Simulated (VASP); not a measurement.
## CdF2: single point with PBE

CdF2:

```
Cd F
1.0
     0.00000    2.59971    2.69400
     2.78829    0.00000    2.69400
     2.78829    2.59971    0.00000
Cd F
1 2
Direct
  0.00000 0.00000 0.00000
  0.25000 0.25000 0.25000
  0.75000 0.75000 0.75000
```

This cell differs from its parent crystal: strain +0.0350 x Voigt [1, -1, 0, 0, 0, 0].

- Program: VASP 6.6.1
- Task: single point
- Functional: PBE
- Potentials or basis: VASP PAW PBE potentials, release 64 (Cd, F)
- Cutoff: 520 eV
- k mesh: 8 × 8 × 8
- Occupations: gaussian, width 0.05 eV
- Spin: no spin polarisation

The pressure is 6.3 GPa and the band gap on the k mesh is 2.96 eV (least direct gap 3.44 eV).

Stress tensor (GPa, compression positive):
```
 2.53  0.00  0.00
 0.00 10.17  0.00
 0.00  0.00  6.18
```

Levels at points of the mesh, in eV from the valence-band top:
| k point | band 9 | band 10 | band 11 | band 12 | band 13 | band 14 | band 15 | band 16 | band 17 | band 18 |
| --- | --- | --- | --- | --- | --- | --- | --- | --- | --- | --- |
| (0.00, 0.00, 0.00) | -1.04 | -0.72 | -0.69 | -0.57 | -0.48 | 2.96 | 12.55 | 12.65 | 12.75 | 17.59 |
| (0.50, 0.00, 0.00) | -2.35 | -1.97 | -1.82 | -0.49 | -0.46 | 7.08 | 9.03 | 14.22 | 14.66 | 17.79 |
| (0.50, 0.50, 0.00) | -3.14 | -2.91 | -0.55 | -0.26 | -0.02 | 7.93 | 9.51 | 11.85 | 13.80 | 14.63 |
| (0.50, 0.00, 0.50) | -3.07 | -3.04 | -0.34 | -0.25 | -0.15 | 7.82 | 9.49 | 11.90 | 13.81 | 14.26 |
| (0.00, 0.50, 0.50) | -3.03 | -2.90 | -0.74 | -0.17 | -0.03 | 7.93 | 9.67 | 11.89 | 14.17 | 14.56 |

Wall time 42 s on 1 thread of AMD EPYC 9R45 96-Core Processor (Zen 5), on a shared host, peak memory 0.18 GiB.

Caveat: the cell differs from its parent crystal (strain +0.0350 x Voigt [1, -1, 0, 0, 0, 0]); the cell stands under pressure. A k mesh can miss the band edges.
